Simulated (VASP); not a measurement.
**HfN: single point with r2SCAN**

HfN:

```
Hf N
1.0
     0.00000    2.28514    2.28514
     2.28514    0.00000    2.28514
     2.28514    2.28514    0.00000
Hf N
1 1
Direct
  0.00000 0.00000 0.00000
  0.50000 0.50000 0.50000
```

| Property | Result |
| --- | --- |
| Program | VASP 6.6.1 |
| Task | single point |
| Functional | r2SCAN |
| Potentials or basis | VASP PAW PBE potentials, release 64 (Hf_pv, N) |
| Cutoff | 520 eV |
| k mesh | 16 × 16 × 16 |
| Occupations | gaussian, width 0.1 eV |
| Spin | no spin polarisation |

* Pressure: -10.4 GPa
* Band gap on the k mesh: zero (an odd number of electrons rules out a gap without spin polarisation)

Levels at points of the mesh, in eV from the Fermi level:
```
           k point  band 4  band 5  band 6  band 7  band 8  band 9  band 10  band 11  band 12  band 13
(0.00, 0.00, 0.00)  -18.49   -3.38   -3.38   -3.38   -0.32   -0.32    -0.32     1.73     1.93     1.93
(0.50, 0.00, 0.00)  -16.00   -9.13   -6.47   -6.47    3.23    3.60     3.60     4.42     8.66     8.66
(0.50, 0.50, 0.00)  -17.45   -5.93   -4.11   -4.11   -3.74    3.96     5.29     5.29     5.40     8.05
```

Wall time 45 s on 1 thread of Intel(R) Xeon(R) 6975P-C (Granite Rapids), with other jobs on the host, peak memory 0.18 GiB.

Caveat: the cell stands under tension; the PAW data sets were made with another functional, which shifts forces and pressure a little; spin-orbit coupling is left out, which moves the levels of the heavy elements.
